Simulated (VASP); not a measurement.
# Zr3S2 in VASP: single point with PBE

Aim: the single point of Zr3S2 with PBE.

All numbers are computed with VASP 6.6.1; they aren't measurements. Logs are shortened: lines on timing, memory, paths and dates and some standing lists are left out, and cuts for length are marked.

### Step 1. The cell of the first run

The typed cell holds 5 atoms: a = 4.826 Å, b = 4.826 Å, c = 4.826 Å, α = 73.69°, β = 73.70°, γ = 73.70°.

### Step 2. Single point, PBE

The input, INCAR:

```
SYSTEM = Zr3S2
PREC = Accurate
ENCUT = 520
EDIFF = 1E-6
ISMEAR = 0
SIGMA = 0.15
LREAL = .FALSE.
LASPH = .TRUE.
NELM = 80
ALGO = Normal
ISIF = 2
LWAVE = .FALSE.
LCHARG = .FALSE.
GGA = PE
NBANDS = 32
```

The input, KPOINTS:

```
Automatic mesh
0
G
  6 6 6
  0 0 0
```

The input, POSCAR:

```
Zr3S2
1.0
    2.8942568526      1.6710713356      3.4816554639
   -2.8941537489      1.6708704266      3.4819774384
   -0.0001183027     -3.3419261008      3.4815117593
Zr S
3 2
Direct
    0.1618448142      0.8381518178      0.4999828722
    0.5000236430      0.1618466045      0.8381542274
    0.8381370514      0.4999924220      0.1618652501
    0.3348921410      0.3348998766      0.3348981337
    0.6651023503      0.6651092789      0.6650995167
```

Potentials or basis: VASP PAW PBE potentials, release 64 (Zr_sv, S).

The run is started by

```console
$ cat potpaw_PBE.64/Zr_sv/POTCAR potpaw_PBE.64/S/POTCAR > POTCAR
$ mpirun -np 1 vasp_std > vasp.out
```

OUTCAR:

```text
SYSTEM = Zr3S2
   PREC = Accurate
   ENCUT = 520
   EDIFF = 1E-6
   ISMEAR = 0
   LREAL = .FALSE.
   LASPH = .TRUE.
   NELM = 80
   ISIF = 2
   GGA = PE

 ion  position               nearest neighbor table
   1  0.162  0.838  0.500-   5 2.60   4 2.60   5 2.61   4 2.61   3 3.32   2 3.32   2 3.32   3 3.32
                             2 3.39   3 3.39   3 3.48   2 3.48
   2  0.500  0.162  0.838-   4 2.60   5 2.60   4 2.61   5 2.61   3 3.32   1 3.32   1 3.32   3 3.32
                             3 3.39   1 3.39   3 3.48   1 3.48
   3  0.838  0.500  0.162-   5 2.60   4 2.60   5 2.61   4 2.61   1 3.32   2 3.32   1 3.32   2 3.32
                             2 3.39   1 3.39   2 3.48   1 3.48
   4  0.335  0.335  0.335-   3 2.60   2 2.60   1 2.60   2 2.61   3 2.61   1 2.61
   5  0.665  0.665  0.665-   3 2.60   1 2.60   2 2.60   3 2.61   1 2.61   2 2.61

  LATTYP: Found a base centered monoclinic cell.
 ALAT       =    23.1721583659
 B/A-ratio  =     0.2498071443
 C/A-ratio  =     0.2082753353
 COS(beta)  =    -0.9500409034

  Lattice vectors:

 A1 = (   5.7884258005,   0.0001852476, -10.4454666361)
 A2 = (   2.8940506452,  -5.0128121888, -10.4456103407)
 A3 = (  -2.8941537489,   1.6708704266,   3.4819774384)

Analysis of symmetry for initial positions (statically):
=====================================================================
 Subroutine PRICEL returns:
 Original cell was already a primitive cell.

 Routine SETGRP: Setting up the symmetry group for a
 base centered monoclinic supercell.

 Subroutine GETGRP returns: Found  1 space group operations
 (whereof  1 operations were pure point group operations)
 out of a pool of  4 trial point group operations.

The static configuration has the point symmetry C_1 .

Analysis of symmetry for dynamics (positions and initial velocities):
=====================================================================
 Subroutine PRICEL returns:
 Original cell was already a primitive cell.

 Routine SETGRP: Setting up the symmetry group for a
 base centered monoclinic supercell.

 Subroutine GETGRP returns: Found  1 space group operations
 (whereof  1 operations were pure point group operations)
 out of a pool of  4 trial point group operations.

The dynamic configuration has the point symmetry C_1 .

 Subroutine INISYM returns: Found  1 space group operations
 (whereof  1 operations are pure point group operations),
 and found     1 'primitive' translations

----------------------------------------------------------------------------------------

[... 100 lines left out ...]
   EDIFFG = 0.1E-04   stopping-criterion for IOM
   NSW    =      0    number of steps for IOM
   IBRION =     -1    ionic relax: 0-MD 1-quasi-New 2-CG
   NFREE  =      0    steps in history (QN), initial steepest desc. (CG)
   ISIF   =      2    stress and relaxation
   ISYM   =      2    0-nonsym 1-usesym 2-fastsym
   POTIM  = 0.5000    time-step for ionic-motion
   TEBEG  =    0.0;   TEEND  =   0.0 temperature during run
   PSTRESS=    0.0 pullay stress
   NELECT =      48.0000    total number of electrons
   NUPDOWN=      -1.0000    fix difference up-down
   EMIN   =  10.00;   EMAX   =-10.00  energy-range for DOS
   EFERMI =   0.00;   METHOD = LEGACY
   ISMEAR =     0;   SIGMA  =   0.15  broadening in eV -4-tet -1-fermi 0-gaus
   EFERMI_NEDOS =   21; number of points for ismear=-14 and -15
   IALGO  =     38    algorithm
   IMIX   =      4    mixing-type and parameters
     AMIX     =   0.40;   BMIX     =  1.00
     AMIX_MAG =   1.60;   BMIX_MAG =  1.00
  volume/ion in A,a.u.               =      20.21       136.35
  Fermi-wavevector in a.u.,A,eV,Ry     =   1.277443  2.414017 22.202806  1.631860
  Thomas-Fermi vector in A             =   2.410042
   LORBIT       =      0    0 simple, 1 ext, 2 COOP (PROOUT), +10 PAW based schemes
   GGA     = PE    functional components
   LHFCALC =     F    Hartree Fock is set to
   AEXX    =    0.0000 exact exchange contribution
   IVDW    =     0    specifies the selected vdW correction
   LEPSILON=     F    determine dielectric tensor
   LRPA    =     F    only Hartree local field effects (RPA)
 non-spin polarized calculation
 Gauss-broadening in eV      SIGMA  =   0.15
  energy-cutoff  :      520.00
  volume of cell :      101.03
 maximum number of plane-waves:      2742
   NGX = 17   NGY = 17   NGZ = 17

 number of electron      47.9999999 magnetization

 Free energy of the ion-electron system (eV)
  ---------------------------------------------------
  ext. energy  EPLUGINS =         0.00000000
  ---------------------------------------------------
  free energy    TOTEN  =       -39.24501753 eV

  energy without entropy =      -39.21839032  energy(sigma->0) =      -39.23170392

 E-fermi :   8.9614     XC(G=0): -10.9440

 val. band max:        8.9384111687   @ k =   0.1667  -0.0000  -0.0000
 cond. band min:       8.9721877651   @ k =   0.1667   0.5000   0.1667
 fundamental gap:      0.0337765964
 Fermi energy:         8.9613793393

 k-point     1 :       0.0000    0.0000    0.0000
  band No.  band energies     occupation
      1     -40.1386      2.00000
      2     -40.0577      2.00000
      3     -40.0576      2.00000
      4     -18.3060      2.00000
      5     -18.3060      2.00000
      6     -18.3000      2.00000
[... 829 lines left out ...]
     31      12.0374      0.00000
     32      12.2081      0.00000

 [... further k-points ...]

------------------------ aborting loop because EDIFF is reached ----------------------------------------

  FORCE on cell =-STRESS in cart. coord.  units (eV):
  Direction    XX          YY          ZZ          XY          YZ          ZX
  --------------------------------------------------------------------------------------
  -------------------------------------------------------------------------------------
  Total        0.0014749      0.0019096      0.0370393     -0.0016678     -0.0019120      0.0014363
  in kB        0.0233907      0.0302841      0.5873972     -0.0264491     -0.0303218      0.0227782
  external PRESSURE =       0.2136906 kB  Pullay stress =       0.0000000 kB

 VOLUME and BASIS-vectors are now :
 -----------------------------------------------------------------------------
  energy-cutoff  :      520.00
  volume of cell :      101.03
      direct lattice vectors                 reciprocal lattice vectors
     2.894256853  1.671071336  3.481655464     0.172760859  0.099731051  0.095738364
    -2.894153749  1.670870427  3.481977438    -0.172757132  0.099742758  0.095737861
    -0.000118303 -3.341926101  3.481511759     0.000012249 -0.199491268  0.095738561

 POSITION                                       TOTAL-FORCE (eV/Angst)
 -----------------------------------------------------------------------------------
     -1.95738     -0.00001      5.22261        -0.001591     -0.000063      0.000112
      0.97869     -1.69505      5.22250         0.000706     -0.001430     -0.000068
      0.97871      1.69507      5.22260         0.000790      0.001445      0.000027
     -0.00003     -0.00000      3.49804         0.000061      0.000054      0.002145
     -0.00003      0.00003      6.94710         0.000033     -0.000005     -0.002217
 -----------------------------------------------------------------------------------
    total drift:                               -0.000016     -0.000014      0.000002

  FREE ENERGIE OF THE ION-ELECTRON SYSTEM (eV)
  ---------------------------------------------------
  free  energy   TOTEN  =       -39.2450175328 eV

  energy  without entropy=      -39.2183903152  energy(sigma->0) =      -39.23170392
```

OSZICAR:

```text
N       E                     dE             d eps       ncg     rms          rms(c)
DAV:   1     0.444758784406E+03    0.44476E+03   -0.24835E+04  7184   0.146E+03
DAV:   2    -0.484804124609E+01   -0.44961E+03   -0.43382E+03  8520   0.409E+02
DAV:   3    -0.384155966084E+02   -0.33568E+02   -0.32834E+02 11336   0.895E+01
DAV:   4    -0.410876595574E+02   -0.26721E+01   -0.26603E+01 10752   0.221E+01
DAV:   5    -0.411872795298E+02   -0.99620E-01   -0.99596E-01 10360   0.412E+00    0.232E+01
DAV:   6    -0.393153702255E+02    0.18719E+01   -0.55571E+00  8600   0.114E+01    0.105E+01
DAV:   7    -0.392527187652E+02    0.62651E-01   -0.12842E+00 11920   0.487E+00    0.359E+00
DAV:   8    -0.392482908438E+02    0.44279E-02   -0.21718E-01  8528   0.204E+00    0.666E-01
DAV:   9    -0.392446120235E+02    0.36788E-02   -0.35054E-02  8960   0.811E-01    0.296E-01
DAV:  10    -0.392450398250E+02   -0.42780E-03   -0.43790E-03 10592   0.464E-01    0.545E-02
DAV:  11    -0.392450328091E+02    0.70159E-05   -0.21029E-04  9904   0.970E-02    0.581E-02
DAV:  12    -0.392450206197E+02    0.12189E-04   -0.24026E-05 10104   0.406E-02    0.329E-02
DAV:  13    -0.392450168460E+02    0.37738E-05   -0.18173E-05  9848   0.270E-02    0.785E-03
DAV:  14    -0.392450175328E+02   -0.68681E-06   -0.10907E-06  6344   0.708E-03
   1 F= -.39245018E+02 E0= -.39231704E+02  d E =-.266272E-01
```

stdout:

```text
POSCAR found type information on POSCAR ZrS
 POSCAR found :  2 types and       5 ions
 scaLAPACK will be used
 LDA part: xc-table for (Slater+PW92), standard interpolation
 POSCAR, INCAR and KPOINTS ok, starting setup
 FFT: planning ... GRIDC
 FFT: planning ... GRID_SOFT
 FFT: planning ... GRID
 WAVECAR not read
 entering main loop
```

Wall time 3.7 min (1 thread of Intel Xeon Platinum 8375C at 2.90GHz (Ice Lake), shared host); peak memory 0.39 GiB.

Results:

| Property | Result |
| --- | --- |
| Free energy | -39.2450 eV |
| Pressure | 0.0 GPa |
| Band gap on the k mesh | zero (band 24 reaches 9.08 eV, above the bottom of band 25 at 8.84 eV) |

Forces in eV/Å, atoms in the order of the input:
```
Zr  -0.002  0.000  0.000
Zr   0.001 -0.001  0.000
Zr   0.001  0.001  0.000
S    0.000  0.000  0.002
S    0.000  0.000 -0.002
```

Levels at points of the mesh, in eV from the Fermi level:
```tsv
k point	band 21	band 22	band 23	band 24	band 25	band 26	band 27	band 28
(0.00, 0.00, 0.00)	-2.61	-1.83	0.10	0.10	0.70	0.70	2.02	2.77
(0.50, 0.00, 0.00)	-1.21	-1.13	-0.86	-0.67	-0.12	1.02	1.78	1.81
(0.00, 0.50, 0.00)	-1.21	-1.13	-0.86	-0.67	-0.12	1.02	1.77	1.81
(0.00, 0.00, 0.50)	-1.21	-1.13	-0.86	-0.67	-0.12	1.02	1.78	1.81
(0.50, 0.50, 0.00)	-1.89	-1.22	-0.83	-0.28	-0.04	0.92	1.91	2.02
(0.50, 0.00, 0.50)	-1.89	-1.22	-0.83	-0.28	-0.04	0.92	1.91	2.02
(0.00, 0.50, 0.50)	-1.89	-1.22	-0.83	-0.28	-0.04	0.92	1.91	2.02
(0.50, 0.50, 0.50)	-0.79	-0.39	-0.18	-0.18	0.33	0.33	1.08	1.08
```

Caveat: the cell differs from its parent crystal (cell sheared at random, sigma 0.06, atoms nudged by 0.01 Å, then relaxed in part).
